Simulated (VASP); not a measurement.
Here is a VASP 6.6.1 calculation.

The input POSCAR:

```
LiH
1.0
    0.0000000000      2.1871939072      2.1871939072
    2.1871939072      0.0000000000      2.1871939072
    2.1871939072      2.1871939072      0.0000000000
Li H
1 1
Direct
    0.0000000000      0.0000000000      0.0000000000
    0.2500000000      0.2500000000      0.2500000000
```

The input INCAR.step1:

```
SYSTEM = LiH
PREC = Accurate
ENCUT = 520
ISMEAR = 0
SIGMA = 0.01
LREAL = .FALSE.
LASPH = .TRUE.
NELM = 80
NBANDS = 9
GGA = PE
ALGO = Normal
EDIFF = 1E-4
LWAVE = .TRUE.
LCHARG = .FALSE.
```

File INCAR.step2:

```
SYSTEM = LiH
PREC = Accurate
ENCUT = 520
EDIFF = 1E-6
ISMEAR = 0
SIGMA = 0.01
LREAL = .FALSE.
LASPH = .TRUE.
NELM = 80
ALGO = Normal
ISIF = 2
LWAVE = .FALSE.
LCHARG = .TRUE.
METAGGA = R2SCAN
LMIXTAU = .TRUE.
LELF = .TRUE.
LVHAR = .TRUE.
NBANDS = 9
ISTART = 1
```

Contents of KPOINTS:

```
Automatic mesh
0
G
  8 8 8
  0 0 0
```

Potentials or basis: VASP PAW PBE potentials, release 64 (Li_sv, H).

Run with:

```bash
$ cat potpaw_PBE.64/Li_sv/POTCAR potpaw_PBE.64/H/POTCAR > POTCAR
$ cp INCAR.step1 INCAR
$ mpirun -np 1 vasp_std > vasp.out
$ cp INCAR.step2 INCAR
$ mpirun -np 1 vasp_std > vasp.out
```

Task: Predict the band gap on the k mesh.

Result: 4.70 eV, indirect (least direct gap 5.70 eV).

 A k mesh can miss the band edges.
